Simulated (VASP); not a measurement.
# CuO (C2/c) in VASP: single point with PBE+U

Aim: the single point of CuO with PBE+U.

All numbers are computed with VASP 6.6.1; they aren't measurements. Logs are shortened: lines on timing, memory, paths and dates and some standing lists are left out, and cuts for length are marked.

### Step 1. The cell of the first run

Symmetry: C2/c, No. 15, monoclinic system. The conventional cell has a = 4.684 Å, b = 3.423 Å, c = 5.129 Å, α = 90.00°, β = 99.54°, γ = 90.00°. Cu (site symmetry -1) has 4 O at 1.95 to 1.96 Å within 2.6 Å. Within 3.0 Å of O (site symmetry 2) lie 6 Cu at 1.95 to 2.78 Å and 6 O at 2.62 to 2.90 Å.

### Step 2. Single point, PBE+U, collinear spin, zero start

Contents of INCAR:

```
PREC = Accurate ; ENCUT = 820
EDIFF = 1E-6 ; ISMEAR = 0
SIGMA = 0.05 ; LREAL = F
LASPH = T ; NELM = 200
ALGO = Normal ; ISIF = 2
LWAVE = F ; LCHARG = T
ISPIN = 2 ; MAGMOM = 0 0 0 0
LORBIT = 11 ; LMAXMIX = 4
LDAU = T ; LDAUTYPE = 2
LDAUL = 2 -1 ; LDAUU = 7 0
LDAUJ = 0 0 ; LDAUPRINT = 1
GGA = PE ; LELF = T
LVHAR = T ; NBANDS = 37
GGA_COMPAT = F
```

Contents of KPOINTS:

```
regular mesh
0
Gamma
  7 7 4
```

Contents of POSCAR:

```
CuO
1.0
    2.3418496200     -1.7112997200      0.0000000000
    2.3418496200      1.7112997200      0.0000000000
   -0.8500298600      0.0000000000      5.0578691900
Cu O
2 2
Direct
    0.0000000000      0.5000000000      0.0000000000
    0.5000000000      0.0000000000      0.5000000000
    0.5816000000      0.4184000000      0.2500000000
    0.4184000000      0.5816000000      0.7500000000
```

Potentials or basis: VASP PAW PBE potentials, release 64 (Cu_sv_GW, O).

Command:

```console
$ cat potpaw_PBE.64/Cu_sv_GW/POTCAR potpaw_PBE.64/O/POTCAR > POTCAR
$ mpirun -np 1 vasp_std > vasp.out
```

OUTCAR:

```text
PREC = Accurate
   ENCUT = 820
   EDIFF = 1E-6
   ISMEAR = 0
   LREAL = F
   LASPH = T
   NELM = 200
   ISIF = 2
   ISPIN = 2
   LORBIT = 11
   GGA = PE

 ion  position               nearest neighbor table
   1  0.000  0.500  0.000-   3 1.95   4 1.95   4 1.96   3 1.96
   2  0.500  0.000  0.500-   4 1.95   3 1.95   4 1.96   3 1.96
   3  0.582  0.418  0.250-   2 1.95   1 1.95   2 1.96   1 1.96
   4  0.418  0.582  0.750-   1 1.95   2 1.95   2 1.96   1 1.96

  LATTYP: Found a base centered monoclinic cell.
 ALAT       =     4.6836992400
 B/A-ratio  =     0.7307470580
 C/A-ratio  =     1.0950319264
 COS(beta)  =    -0.1657365907

  Lattice vectors:

 A1 = (   2.3418496200,  -1.7112997200,   0.0000000000)
 A2 = (   2.3418496200,   1.7112997200,   0.0000000000)
 A3 = (  -0.8500298600,   0.0000000000,   5.0578691900)

Analysis of symmetry for initial positions (statically):
=====================================================================
 Subroutine PRICEL returns:
 Original cell was already a primitive cell.

 Routine SETGRP: Setting up the symmetry group for a
 base centered monoclinic supercell.

 Subroutine GETGRP returns: Found  4 space group operations
 (whereof  2 operations were pure point group operations)
 out of a pool of  4 trial point group operations.

The static configuration has the point symmetry S_2 .
 The point group associated with its full space group is C_2h.

Analysis of symmetry for dynamics (positions and initial velocities):
=====================================================================
 Subroutine PRICEL returns:
 Original cell was already a primitive cell.

 Routine SETGRP: Setting up the symmetry group for a
 base centered monoclinic supercell.

 Subroutine GETGRP returns: Found  4 space group operations
 (whereof  2 operations were pure point group operations)
 out of a pool of  4 trial point group operations.

The dynamic configuration has the point symmetry S_2 .
 The point group associated with its full space group is C_2h.

Analysis of structural, dynamic, and magnetic symmetry:
=====================================================================
 Subroutine PRICEL returns:
 Original cell was already a primitive cell.

 Routine SETGRP: Setting up the symmetry group for a
 base centered monoclinic supercell.

 Subroutine GETGRP returns: Found  4 space group operations
 (whereof  2 operations were pure point group operations)
 out of a pool of  4 trial point group operations.

The overall configuration has the point symmetry S_2 .
 The point group associated with its full space group is C_2h.

 Subroutine INISYM returns: Found  4 space group operations
 (whereof  2 operations are pure point group operations),
 and found     1 'primitive' translations

----------------------------------------------------------------------------------------

                                     Primitive cell

  volume of cell :      40.5399

[... 147 lines left out ...]

spin component  2

  0.9328 -0.0136  0.0096  0.0095 -0.0031
 -0.0136  0.8783  0.0008  0.0904 -0.0287
  0.0096  0.0008  0.9495 -0.0012 -0.0007
  0.0095  0.0904 -0.0012  0.8276  0.0372
 -0.0031 -0.0287 -0.0007  0.0372  0.9345

 occupancies and eigenvectors

  o =  0.7458  v =  0.0000  0.0000  0.0000  0.0000  0.0000  0.0863  0.5860 -0.0098 -0.7683  0.2423      0.0000  0.0000  0.0000  0.0000  0.0000  0.0000  0.0000  0.0000  0.0000  0.0000
  o =  0.7458  v =  0.0863  0.5860 -0.0098 -0.7683  0.2423  0.0000  0.0000  0.0000  0.0000  0.0000      0.0000  0.0000  0.0000  0.0000  0.0000  0.0000  0.0000  0.0000  0.0000  0.0000
  o =  0.9285  v =  0.0000  0.0000  0.0000  0.0000  0.0000  0.8796  0.1514 -0.3993  0.1951 -0.0770      0.0000  0.0000  0.0000  0.0000  0.0000  0.0000  0.0000  0.0000  0.0000  0.0000
  o =  0.9285  v =  0.8795  0.1515 -0.3993  0.1952 -0.0770  0.0000  0.0000  0.0000  0.0000  0.0000      0.0000  0.0000  0.0000  0.0000  0.0000  0.0000  0.0000  0.0000  0.0000  0.0000
  o =  0.9459  v = -0.0200 -0.2576 -0.2056 -0.4566 -0.8261  0.0000  0.0000  0.0000  0.0000  0.0000      0.0000  0.0000  0.0000  0.0000  0.0000  0.0000  0.0000  0.0000  0.0000  0.0000
  o =  0.9459  v =  0.0000  0.0000  0.0000  0.0000  0.0000 -0.0201 -0.2572 -0.2056 -0.4564 -0.8264      0.0000  0.0000  0.0000  0.0000  0.0000  0.0000  0.0000  0.0000  0.0000  0.0000
  o =  0.9477  v =  0.0000  0.0000  0.0000  0.0000  0.0000 -0.1100  0.7130  0.3050  0.3700 -0.4995      0.0000  0.0000  0.0000  0.0000  0.0000  0.0000  0.0000  0.0000  0.0000  0.0000
  o =  0.9477  v = -0.1102  0.7129  0.3050  0.3698 -0.4999  0.0000  0.0000  0.0000  0.0000  0.0000      0.0000  0.0000  0.0000  0.0000  0.0000  0.0000  0.0000  0.0000  0.0000  0.0000
  o =  0.9548  v =  0.0000  0.0000  0.0000  0.0000  0.0000 -0.4543  0.2431 -0.8398  0.1623  0.0546      0.0000  0.0000  0.0000  0.0000  0.0000  0.0000  0.0000  0.0000  0.0000  0.0000
  o =  0.9548  v = -0.4543  0.2431 -0.8398  0.1623  0.0545  0.0000  0.0000  0.0000  0.0000  0.0000      0.0000  0.0000  0.0000  0.0000  0.0000  0.0000  0.0000  0.0000  0.0000  0.0000

atom =   2  type =  1  l = 2

 onsite density matrix

spin component  1

  0.9328 -0.0136 -0.0096 -0.0096  0.0031
 -0.0136  0.8783 -0.0008 -0.0904  0.0287
 -0.0096 -0.0008  0.9495 -0.0012 -0.0007
 -0.0096 -0.0904 -0.0012  0.8276  0.0372
  0.0031  0.0287 -0.0007  0.0372  0.9345

spin component  2

  0.9328 -0.0136 -0.0096 -0.0095  0.0031
 -0.0136  0.8783 -0.0008 -0.0904  0.0287
 -0.0096 -0.0008  0.9495 -0.0012 -0.0007
 -0.0095 -0.0904 -0.0012  0.8276  0.0372
  0.0031  0.0287 -0.0007  0.0372  0.9345

 occupancies and eigenvectors

  o =  0.7458  v =  0.0000  0.0000  0.0000  0.0000  0.0000 -0.0863 -0.5860 -0.0098 -0.7683  0.2423      0.0000  0.0000  0.0000  0.0000  0.0000  0.0000  0.0000  0.0000  0.0000  0.0000
  o =  0.7458  v = -0.0863 -0.5860 -0.0098 -0.7683  0.2423  0.0000  0.0000  0.0000  0.0000  0.0000      0.0000  0.0000  0.0000  0.0000  0.0000  0.0000  0.0000  0.0000  0.0000  0.0000
  o =  0.9285  v =  0.0000  0.0000  0.0000  0.0000  0.0000  0.8796  0.1514  0.3993 -0.1951  0.0770      0.0000  0.0000  0.0000  0.0000  0.0000  0.0000  0.0000  0.0000  0.0000  0.0000
  o =  0.9285  v =  0.8795  0.1515  0.3993 -0.1952  0.0770  0.0000  0.0000  0.0000  0.0000  0.0000      0.0000  0.0000  0.0000  0.0000  0.0000  0.0000  0.0000  0.0000  0.0000  0.0000
  o =  0.9459  v =  0.0200  0.2576 -0.2056 -0.4566 -0.8261  0.0000  0.0000  0.0000  0.0000  0.0000      0.0000  0.0000  0.0000  0.0000  0.0000  0.0000  0.0000  0.0000  0.0000  0.0000
  o =  0.9459  v =  0.0000  0.0000  0.0000  0.0000  0.0000  0.0201  0.2572 -0.2056 -0.4564 -0.8264      0.0000  0.0000  0.0000  0.0000  0.0000  0.0000  0.0000  0.0000  0.0000  0.0000
  o =  0.9477  v =  0.0000  0.0000  0.0000  0.0000  0.0000  0.1100 -0.7130  0.3050  0.3700 -0.4995      0.0000  0.0000  0.0000  0.0000  0.0000  0.0000  0.0000  0.0000  0.0000  0.0000
  o =  0.9477  v =  0.1102 -0.7129  0.3050  0.3698 -0.4999  0.0000  0.0000  0.0000  0.0000  0.0000      0.0000  0.0000  0.0000  0.0000  0.0000  0.0000  0.0000  0.0000  0.0000  0.0000
  o =  0.9548  v =  0.0000  0.0000  0.0000  0.0000  0.0000 -0.4543  0.2431  0.8398 -0.1623 -0.0546      0.0000  0.0000  0.0000  0.0000  0.0000  0.0000  0.0000  0.0000  0.0000  0.0000
  o =  0.9548  v = -0.4543  0.2431  0.8398 -0.1623 -0.0545  0.0000  0.0000  0.0000  0.0000  0.0000      0.0000  0.0000  0.0000  0.0000  0.0000  0.0000  0.0000  0.0000  0.0000  0.0000

 number of electron      49.9999994 magnetization      -0.0000220

 Free energy of the ion-electron system (eV)
  ---------------------------------------------------
  ext. energy  EPLUGINS =         0.00000000
  ---------------------------------------------------
  free energy    TOTEN  =       -13.65209248 eV

  energy without entropy =      -13.64859318  energy(sigma->0) =      -13.65034283

 E-fermi :   5.3041     XC(G=0): -12.1873

 val. band max:        5.2791732270   @ k =   0.2857   0.1429  -0.0000
 cond. band min:       5.3059964788   @ k =  -0.1429   0.0000   0.2500
 fundamental gap:      0.0268232518
 Fermi energy:         5.3040646813

 spin component 1

 k-point     1 :       0.0000    0.0000    0.0000
  band No.  band energies     occupation
      1    -105.5551      1.00000
      2    -105.5545      1.00000
      3     -63.1459      1.00000
      4     -63.1445      1.00000
      5     -63.1308      1.00000
      6     -63.1227      1.00000
[... 1913 lines left out ...]
     36      23.9848      0.00000
     37      25.7716      0.00000

 [... further k-points ...]

------------------------ aborting loop because EDIFF is reached ----------------------------------------

  FORCE on cell =-STRESS in cart. coord.  units (eV):
  Direction    XX          YY          ZZ          XY          YZ          ZX
  --------------------------------------------------------------------------------------
  -------------------------------------------------------------------------------------
  Total        1.0555249      0.9729836      0.7660396      0.0000000      0.0000000     -0.2307461
  in kB       41.7153987     38.4532817     30.2746486      0.0000000      0.0000000     -9.1193180
  external PRESSURE =      36.8144430 kB  Pullay stress =       0.0000000 kB

 VOLUME and BASIS-vectors are now :
 -----------------------------------------------------------------------------
  energy-cutoff  :      820.00
  volume of cell :       40.54
      direct lattice vectors                 reciprocal lattice vectors
     2.341849620 -1.711299720  0.000000000     0.213506451 -0.292175587  0.035882078
     2.341849620  1.711299720  0.000000000     0.213506451  0.292175587  0.035882078
    -0.850029860  0.000000000  5.057869190     0.000000000  0.000000000  0.197711717

 POSITION                                       TOTAL-FORCE (eV/Angst)
 -----------------------------------------------------------------------------------
      1.17092      0.85565      0.00000        -0.000000      0.000000      0.000000
      0.74591     -0.85565      2.52893        -0.000000      0.000000      0.000000
      2.12934     -0.27928      1.26447         0.000000      0.165399     -0.000000
      1.70433      0.27928      3.79340         0.000000     -0.165399      0.000000
 -----------------------------------------------------------------------------------
    total drift:                                0.000000      0.000000      0.000000

  FREE ENERGIE OF THE ION-ELECTRON SYSTEM (eV)
  ---------------------------------------------------
  free  energy   TOTEN  =       -13.6520924798 eV

  energy  without entropy=      -13.6485931823  energy(sigma->0) =      -13.65034283

 total charge

# of ion       s       p       d       f       tot
--------------------------------------------------
    1        2.223   6.347   9.017   0.012  17.599
    2        2.223   6.347   9.017   0.012  17.599
    3        1.573   3.379   0.000   0.000   4.951
    4        1.573   3.379   0.000   0.000   4.951
--------------------------------------------------
tot          7.591  19.452  18.034   0.025  45.102

 magnetization (x)

# of ion       s       p       d       f       tot
--------------------------------------------------
    1        0.000   0.000   0.000   0.000   0.000
    2        0.000   0.000   0.000   0.000   0.000
    3       -0.000   0.000   0.000   0.000   0.000
    4       -0.000   0.000   0.000   0.000   0.000
--------------------------------------------------
tot          0.000   0.000   0.000   0.000   0.000
```

Run time: 4.5 min. Hardware: 1 thread of Intel Xeon Platinum 8488C (Sapphire Rapids), shared host; peak memory 0.4 GiB.

What came out:

```
Free energy                                           : -13.6521 eV
Pressure                                              : 3.7 GPa
Largest force                                         : 0.165 eV/Å
Band gap on the k mesh                                : zero (filled and empty bands overlap)
Net moment                                            : 0.00 μB per cell
Valence electrons inside the program's atomic spheres : Cu 17.60; O 4.95
```

Forces on the atoms (eV/Å):
```
Cu   0.000  0.000  0.000
Cu   0.000  0.000  0.000
O    0.000  0.165  0.000
O    0.000 -0.165  0.000
```

Eigenvalues of the final occupation matrices:
| site | spin | trace | eigenvalues |
| --- | --- | --- | --- |
| site 1 d | 1 | 4.52 | 0.75 0.93 0.95 0.95 0.95 |
| site 1 d | 2 | 4.52 | 0.75 0.93 0.95 0.95 0.95 |
| site 2 d | 1 | 4.52 | 0.75 0.93 0.95 0.95 0.95 |
| site 2 d | 2 | 4.52 | 0.75 0.93 0.95 0.95 0.95 |

Caveat: the cell stands under pressure.

The gap in the log of VASP goes by the Fermi energy; the results here count the filled bands.